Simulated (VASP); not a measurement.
A run of VASP 6.6.1 is set up as follows.

The input INCAR:

```
PREC     = Accurate       # precision mode
ENCUT    = 520            # plane-wave cutoff, eV
EDIFF    = 1E-8           # SCF threshold, eV
ISMEAR   = -1             # smearing method
SIGMA    = 0.15           # smearing width, eV
LREAL    = F              # projectors in reciprocal space
LASPH    = T              # aspherical terms in the spheres
NELM     = 60             # most SCF steps
ALGO     = Normal         # electronic algorithm
ISIF     = 2              # what is computed and relaxed
LWAVE    = F              # write WAVECAR
LCHARG   = F              # write CHGCAR
IBRION   = 8              # ionic algorithm
NSW      = 1              # ionic steps
```

Contents of KPOINTS:

```
regular mesh
0
Gamma
  12 12 10
```

POSCAR

```
TiAl
1.0
    2.7689404855      0.0000000000      0.0000000000
    0.0000000000      2.7689404855      0.0000000000
    0.0000000000      0.0000000000      3.9977212319
Ti Al
1 1
Direct
    0.5000000000      0.5000000000      0.5000000000
    0.0000000000      0.0000000000      0.0000000000
```

Potentials or basis: VASP PAW LDA potentials, release 64 (Ti_sv, Al).

Run with:

```bash
$ cat potpaw_LDA.64/Ti_sv/POTCAR potpaw_LDA.64/Al/POTCAR > POTCAR
$ mpirun -np 1 vasp_std > vasp.out
```

(1) Predict the highest phonon frequency at Γ.

Results:

(1) 321 cm⁻¹.
